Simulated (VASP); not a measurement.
# SrNb (P6/mmm) in VASP: single point with PBE

Aim: the single point of SrNb with PBE.

Everything below comes from runs of VASP 6.6.1. Logs are shortened: lines on timing, memory, paths and dates and some standing lists are left out, and cuts for length are marked.

## Step 1: The cell of the first run

The structure is hexagonal, space group P6/mmm (No. 191). The conventional cell has a = 3.121 Å, b = 3.121 Å, c = 6.266 Å, α = 90.00°, β = 90.00°, γ = 120.00°. Within 4.1 Å of Sr (site symmetry 6/mmm) lie 6 Sr at 3.12 Å and 2 Nb at 3.13 Å. Within 4.1 Å of Nb (site symmetry 6/mmm) lie 6 Nb at 3.12 Å and 2 Sr at 3.13 Å.

## Step 2: Single point, PBE

The input, INCAR:

```
PREC = Accurate
ENCUT = 500
EDIFF = 1E-6
ISMEAR = 0
SIGMA = 0.2
LREAL = F
LASPH = T
NELM = 120
ALGO = Normal
ISIF = 2
LWAVE = F
LCHARG = F
GGA = PE
NBANDS = 18
GGA_COMPAT = F
```

The input, KPOINTS:

```
Automatic mesh
0
Gamma
  7 7 4
```

The input, POSCAR:

```
SrNb
1.0
    3.1214721671      0.0000000000      0.0000000000
   -1.5607360836      2.7032741939      0.0000000000
    0.0000000000      0.0000000000      6.2656420725
Sr Nb
1 1
Direct
    0.0000000000      0.0000000000      0.5000000000
    0.0000000000      0.0000000000      0.0000000000
```

Potentials or basis: VASP PAW PBE potentials, release 64 (Sr_sv, Nb_sv).

On the command line:

```
> cat potpaw_PBE.64/Sr_sv/POTCAR potpaw_PBE.64/Nb_sv/POTCAR > POTCAR
> mpirun -np 1 vasp_std > vasp.out
```

OUTCAR:

```text
PREC = Accurate
   ENCUT = 500
   EDIFF = 1E-6
   ISMEAR = 0
   LREAL = F
   LASPH = T
   NELM = 120
   ISIF = 2
   GGA = PE

 ion  position               nearest neighbor table
   1  0.000  0.000  0.500-   2 3.13   2 3.13
   2  0.000  0.000  0.000-   1 3.13   1 3.13

  LATTYP: Found a hexagonal cell.
 ALAT       =     3.1214721671
 C/A-ratio  =     2.0072714851

  Lattice vectors:

 A1 = (   3.1214721671,   0.0000000000,   0.0000000000)
 A2 = (  -1.5607360836,   2.7032741939,   0.0000000000)
 A3 = (   0.0000000000,   0.0000000000,   6.2656420725)

Analysis of symmetry for initial positions (statically):
=====================================================================
 Subroutine PRICEL returns:
 Original cell was already a primitive cell.

 Routine SETGRP: Setting up the symmetry group for a
 hexagonal supercell.

 Subroutine GETGRP returns: Found 24 space group operations
 (whereof 24 operations were pure point group operations)
 out of a pool of 24 trial point group operations.

The static configuration has the point symmetry D_6h.

Analysis of symmetry for dynamics (positions and initial velocities):
=====================================================================
 Subroutine PRICEL returns:
 Original cell was already a primitive cell.

 Routine SETGRP: Setting up the symmetry group for a
 hexagonal supercell.

 Subroutine GETGRP returns: Found 24 space group operations
 (whereof 24 operations were pure point group operations)
 out of a pool of 24 trial point group operations.

The dynamic configuration has the point symmetry D_6h.

 Subroutine INISYM returns: Found 24 space group operations
 (whereof 24 operations are pure point group operations),
 and found     1 'primitive' translations

----------------------------------------------------------------------------------------

                                     Primitive cell

  volume of cell :      52.8707

  direct lattice vectors                    reciprocal lattice vectors
     3.121472167  0.000000000  0.000000000     0.320361658  0.184960890  0.000000000
    -1.560736084  2.703274194  0.000000000     0.000000000  0.369921779  0.000000000
     0.000000000  0.000000000  6.265642073     0.000000000  0.000000000  0.159600563

  length of vectors
     3.121472167  3.121472167  6.265642073     0.369921779  0.369921779  0.159600563

  position of ions in fractional coordinates (direct lattice)
     0.000000000  0.000000000  0.500000000
     0.000000000  0.000000000  0.000000000

  ion indices of the primitive-cell ions
   primitive index   ion index
                 1           1
                 2           2

----------------------------------------------------------------------------------------

 KPOINTS: Automatic mesh

Automatic generation of k-mesh.
 Grid dimensions read from file:
 generate k-points for:    7    7    4

 Generating k-lattice:

  Cartesian coordinates                     Fractional coordinates (reciprocal lattice)
     0.045765951  0.026422984  0.000000000     0.142857143 -0.000000000  0.000000000
     0.000000000  0.052845968  0.000000000     0.000000000  0.142857143  0.000000000
     0.000000000  0.000000000  0.039900141     0.000000000  0.000000000  0.250000000

  Length of vectors
     0.052845968  0.052845968  0.039900141

  Shift w.r.t. Gamma in fractional coordinates (k-lattice)
     0.000000000  0.000000000  0.000000000

 Subroutine IBZKPT returns following result:
 ===========================================

 Found     24 irreducible k-points:

 Following reciprocal coordinates:
            Coordinates               Weight
  0.000000  0.000000  0.000000      1.000000
  0.142857 -0.000000  0.000000      6.000000
  0.285714 -0.000000  0.000000      6.000000
  0.428571  0.000000  0.000000      6.000000
  0.142857  0.142857  0.000000      6.000000
  0.285714  0.142857  0.000000     12.000000
[... 16 lines left out ...]
  0.428571  0.142857  0.500000      6.000000
  0.285714  0.285714  0.500000      6.000000
   k-points           NKPTS =     24   k-points in BZ     NKDIM =     24   number of bands    NBANDS=     18
   number of dos      NEDOS =    301   number of ions     NIONS =      2
   total plane-waves  NPLWV =  27648
   dimension x,y,z NGX =    24 NGY =   24 NGZ =   48
   dimension x,y,z NGXF=    48 NGYF=   48 NGZF=   96
   ions per type =               1   1
   NGX,Y,Z   is equivalent  to a cutoff of  12.78, 12.78, 12.74 a.u.
   NGXF,Y,Z  is equivalent  to a cutoff of  25.56, 25.56, 25.47 a.u.
 SYSTEM =  unknown system
   PREC   = accura    normal or accurate (medium, high low for compatibility)
   ISTART =      0    job   : 0-new  1-cont  2-samecut
   ICHARG =      2    charge: 1-file 2-atom 10-const
   ISPIN  =      1    spin polarized calculation?
   LNONCOLLINEAR =      F non collinear calculations
   LSORBIT =      F    spin-orbit coupling
   LASPH  =      T    aspherical Exc in radial PAW
   ENCUT  =  500.0 eV  36.75 Ry    6.06 a.u.   5.69  5.69 11.42*2*pi/ulx,y,z
   NELM   =    120;   NELMIN=  2; NELMDL= -5     # of ELM steps
   EDIFF  = 0.1E-05   stopping-criterion for ELM
   LREAL  =      F    real-space projection
[... 7 lines left out ...]
   TEBEG  =    0.0;   TEEND  =   0.0 temperature during run
   PSTRESS=    0.0 pullay stress
   NELECT =      23.0000    total number of electrons
   NUPDOWN=      -1.0000    fix difference up-down
   EMIN   =  10.00;   EMAX   =-10.00  energy-range for DOS
   EFERMI =   0.00;   METHOD = LEGACY
   ISMEAR =     0;   SIGMA  =   0.20  broadening in eV -4-tet -1-fermi 0-gaus
   EFERMI_NEDOS =   21; number of points for ismear=-14 and -15
   IALGO  =     38    algorithm
   IMIX   =      4    mixing-type and parameters
     AMIX     =   0.40;   BMIX     =  1.00
     AMIX_MAG =   1.60;   BMIX_MAG =  1.00
  volume/ion in A,a.u.               =      26.44       178.39
  Fermi-wavevector in a.u.,A,eV,Ry     =   1.240449  2.344110 20.935485  1.538715
  Thomas-Fermi vector in A             =   2.374890
   LORBIT       =      0    0 simple, 1 ext, 2 COOP (PROOUT), +10 PAW based schemes
   GGA     = PE    functional components
   LHFCALC =     F    Hartree Fock is set to
   AEXX    =    0.0000 exact exchange contribution
   IVDW    =     0    specifies the selected vdW correction
   LEPSILON=     F    determine dielectric tensor
   LRPA    =     F    only Hartree local field effects (RPA)
 non-spin polarized calculation
 Gauss-broadening in eV      SIGMA  =   0.20
  energy-cutoff  :      500.00
  volume of cell :       52.87
 maximum number of plane-waves:      1355
 NGX is ok and might be reduce to    24
   NGX = 11   NGY = 11   NGZ = 23

 number of electron      23.0000001 magnetization

 Free energy of the ion-electron system (eV)
  ---------------------------------------------------
  ext. energy  EPLUGINS =         0.00000000
  ---------------------------------------------------
  free energy    TOTEN  =        -9.00722810 eV

  energy without entropy =       -8.94166852  energy(sigma->0) =       -8.97444831

 E-fermi :   5.8072     XC(G=0): -10.2634

 val. band max:        5.7734300666   @ k =   0.2857   0.2857   0.5000
 cond. band min:       5.8538911885   @ k =   0.2857  -0.0000   0.0000
 fundamental gap:      0.0804611219
 Fermi energy:         5.8071586459

 k-point     1 :       0.0000    0.0000    0.0000
  band No.  band energies     occupation
      1     -49.2782      2.00000
      2     -30.2076      2.00000
      3     -25.4270      2.00000
      4     -24.9146      2.00000
      5     -24.9146      2.00000
      6     -12.1266      2.00000
[... 10 lines left out ...]
     17       9.3987      0.00000
     18       9.3987      0.00000

 k-point     2 :       0.1429   -0.0000    0.0000
  band No.  band energies     occupation
      1     -49.2650      2.00000
      2     -30.1349      2.00000
      3     -25.4116      2.00000
      4     -25.0242      2.00000
      5     -24.9402      2.00000
      6     -12.0462      2.00000
[... 10 lines left out ...]
     17       8.7931      0.00000
     18      10.1651      0.00000

 k-point     3 :       0.2857   -0.0000    0.0000
  band No.  band energies     occupation
      1     -49.2352      2.00000
      2     -29.9663      2.00000
      3     -25.3767      2.00000
      4     -25.2647      2.00000
      5     -24.9972      2.00000
      6     -12.6212      2.00000
[... 10 lines left out ...]
     17       9.0957      0.00000
     18      11.3356      0.00000

 k-point     4 :       0.4286    0.0000    0.0000
  band No.  band energies     occupation
      1     -49.2111      2.00000
      2     -29.8251      2.00000
      3     -25.4522      2.00000
      4     -25.3486      2.00000
      5     -25.0424      2.00000
      6     -13.3287      2.00000
[... 10 lines left out ...]
     17      11.1634      0.00000
     18      11.4399      0.00000

 k-point     5 :       0.1429    0.1429    0.0000
  band No.  band energies     occupation
      1     -49.2435      2.00000
      2     -30.0139      2.00000
      3     -25.3864      2.00000
      4     -25.1832      2.00000
      5     -24.9975      2.00000
      6     -12.2942      2.00000
[... 10 lines left out ...]
     17       9.1128      0.00000
     18      11.8932      0.00000

 k-point     6 :       0.2857    0.1429    0.0000
  band No.  band energies     occupation
      1     -49.2165      2.00000
      2     -29.8574      2.00000
      3     -25.3657      2.00000
      4     -25.3548      2.00000
      5     -25.0800      2.00000
      6     -13.0021      2.00000
[... 10 lines left out ...]
     17       9.9210      0.00000
     18      11.1112      0.00000

 k-point     7 :       0.4286    0.1429    0.0000
  band No.  band energies     occupation
      1     -49.2044      2.00000
      2     -29.7856      2.00000
      3     -25.4446      2.00000
      4     -25.3407      2.00000
      5     -25.1175      2.00000
      6     -13.2996      2.00000
[... 10 lines left out ...]
     17      10.6833      0.00000
     18      11.9004      0.00000

 k-point     8 :       0.2857    0.2857    0.0000
  band No.  band energies     occupation
      1     -49.2015      2.00000
      2     -29.7682      2.00000
      3     -25.3697      2.00000
      4     -25.3373      2.00000
      5     -25.2247      2.00000
      6     -13.0146      2.00000
[... 10 lines left out ...]
     17       9.8838      0.00000
     18      11.4577      0.00000
[... 229 lines left out ...]
     17       9.0788      0.00000
     18       9.2317      0.00000

 k-point    20 :       0.4286    0.0000    0.5000
  band No.  band energies     occupation
      1     -49.2111      2.00000
      2     -29.8278      2.00000
      3     -25.4522      2.00000
      4     -25.3409      2.00000
      5     -25.0423      2.00000
      6     -13.3302      2.00000
[... 10 lines left out ...]
     17       9.5802      0.00000
     18      11.4290      0.00000

 k-point    21 :       0.1429    0.1429    0.5000
  band No.  band energies     occupation
      1     -49.2435      2.00000
      2     -30.0167      2.00000
      3     -25.3782      2.00000
      4     -25.1832      2.00000
      5     -24.9974      2.00000
      6     -12.2951      2.00000
[... 10 lines left out ...]
     17       8.3942      0.00000
     18       9.6301      0.00000

 k-point    22 :       0.2857    0.1429    0.5000
  band No.  band energies     occupation
      1     -49.2165      2.00000
      2     -29.8601      2.00000
      3     -25.3656      2.00000
      4     -25.3471      2.00000
      5     -25.0800      2.00000
      6     -13.0034      2.00000
[... 10 lines left out ...]
     17       9.4378      0.00000
     18      10.1629      0.00000

 k-point    23 :       0.4286    0.1429    0.5000
  band No.  band energies     occupation
      1     -49.2044      2.00000
      2     -29.7882      2.00000
      3     -25.4445      2.00000
      4     -25.3332      2.00000
      5     -25.1175      2.00000
      6     -13.3011      2.00000
[... 10 lines left out ...]
     17       9.9607      0.00000
     18      10.8348      0.00000

 k-point    24 :       0.2857    0.2857    0.5000
  band No.  band energies     occupation
      1     -49.2014      2.00000
      2     -29.7709      2.00000
      3     -25.3696      2.00000
      4     -25.3298      2.00000
      5     -25.2247      2.00000
      6     -13.0159      2.00000
[... 10 lines left out ...]
     17       8.9779      0.00000
     18       9.4812      0.00000

------------------------ aborting loop because EDIFF is reached ----------------------------------------

  FORCE on cell =-STRESS in cart. coord.  units (eV):
  Direction    XX          YY          ZZ          XY          YZ          ZX
  --------------------------------------------------------------------------------------
  -------------------------------------------------------------------------------------
  Total        0.0688466      0.0688466      0.0676773     -0.0000000      0.0000000      0.0000000
  in kB        2.0863052      2.0863052      2.0508722     -0.0000000      0.0000000      0.0000000
  external PRESSURE =       2.0744942 kB  Pullay stress =       0.0000000 kB

 VOLUME and BASIS-vectors are now :
 -----------------------------------------------------------------------------
  energy-cutoff  :      500.00
  volume of cell :       52.87
      direct lattice vectors                 reciprocal lattice vectors
     3.121472167  0.000000000  0.000000000     0.320361658  0.184960890  0.000000000
    -1.560736084  2.703274194  0.000000000     0.000000000  0.369921779  0.000000000
     0.000000000  0.000000000  6.265642073     0.000000000  0.000000000  0.159600563

 POSITION                                       TOTAL-FORCE (eV/Angst)
 -----------------------------------------------------------------------------------
      0.00000      0.00000      3.13282         0.000000      0.000000      0.000000
      0.00000      0.00000      0.00000        -0.000000      0.000000      0.000000
 -----------------------------------------------------------------------------------
    total drift:                                0.000000      0.000000      0.000000

  FREE ENERGIE OF THE ION-ELECTRON SYSTEM (eV)
  ---------------------------------------------------
  free  energy   TOTEN  =        -9.0072280958 eV

  energy  without entropy=       -8.9416685185  energy(sigma->0) =       -8.97444831
```

It took 44 s on 1 thread of Intel Xeon 8259CL, shared host; peak memory 0.18 GiB.

Results:

- Free energy: -9.0072 eV
- Pressure: 0.2 GPa
